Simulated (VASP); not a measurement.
The system is Os.

```
CELL_PARAMETERS angstrom
2.74000 0.00000 0.00000
-1.37000 2.37291 0.00000
0.00000 0.00000 4.32646
ATOMIC_POSITIONS crystal
Os 0.33333 0.66667 0.75000
Os 0.66667 0.33333 0.25000
```

| Item | Value |
| --- | --- |
| Program | VASP 6.6.1 |
| Task | relaxation of cell and atoms |
| Functional | PBE |
| Potentials or basis | VASP PAW PBE potentials, release 64 (Os) |
| Cutoff | 600 eV |
| k mesh | 8 × 8 × 6 |
| Occupations | gaussian, width 0.05 eV |
| Spin | no spin polarisation |

At the start: pressure 6.2 GPa; volume 14.06 Å³/atom.

Where does the relaxation end?

Over 6 steps the energy falls by 4.3 meV/atom and the volume is 14.27 Å³/atom (+1.4 %); space group P6_3/mmc (No. 194, to 0.1 Å) before and after.

The path:
| step | energy change (eV) | largest force (eV/Å) | pressure (GPa) | volume (Å³) |
| --- | --- | --- | --- | --- |
| 1 | 0.0000 | 0.0000 | 6.16 | 28.13 |
| 2 | 0.1305 | 0.0000 | -21.97 | 30.39 |
| 3 | -0.0084 | 0.0000 | -0.33 | 28.56 |
| 4 | -0.0085 | 0.0000 | -0.13 | 28.55 |
| 5 | -0.0084 | 0.0000 | 0.19 | 28.52 |
| 6 | -0.0086 | 0.0000 | -0.01 | 28.54 |

Final structure:
```yaml
crystal:
  lattice:
    - [2.74880, 0.00000, 0.00000]
    - [-1.37440, 2.38053, 0.00000]
    - [0.00000, 0.00000, 4.36111]
  atoms:
    - { symbol: Os, position: [0.33333, 0.66667, 0.75000] }
    - { symbol: Os, position: [0.66667, 0.33333, 0.25000] }
```
